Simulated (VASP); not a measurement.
C: single point with PBEsol+D3(BJ)

The system is C.

```
C
1.0
     1.24957    0.72144    3.33779
    -1.24957    0.72144    3.33779
     0.00000   -1.44288    3.33779
C
2
Direct
  0.14217 0.19099 0.16658
  0.85783 0.80901 0.83342
```

This cell differs from its parent crystal: atoms displaced along a vibrational mode, the cell strained.

- Program: VASP 6.6.1
- Task: single point
- Functional: PBEsol
- Dispersion: D3(BJ)
- Potentials or basis: VASP PAW PBE potentials, release 64 (C)
- Cutoff: 520 eV
- k mesh: 15 × 15 × 15
- Occupations: gaussian, width 0.05 eV
- Spin: no spin polarisation

```yaml
Pressure: -6.8 GPa
Largest_force: 5.995 eV/Å
Dispersion_energy_per_atom: -0.110 eV
```

Forces in eV/Å, atoms in the order of the input:
```
C    5.933 -0.860  0.004
C   -5.933  0.860 -0.004
```

Stress tensor (GPa, compression positive):
```
 -8.50 -10.24  -0.05
-10.24 -11.53   0.03
 -0.05   0.03  -0.52
```

Run time: 12 min on 1 thread of Intel(R) Xeon(R) Platinum 8259CL CPU @ 2.50GHz (Skylake/Cascade Lake), on a shared host, peak memory 0.4 GiB.

Caveat: the cell differs from its parent crystal (atoms displaced along a vibrational mode, the cell strained); the stress differs along the axes, from -12 to -1 GPa; the PAW data sets were made with another functional, which shifts forces and pressure a little.
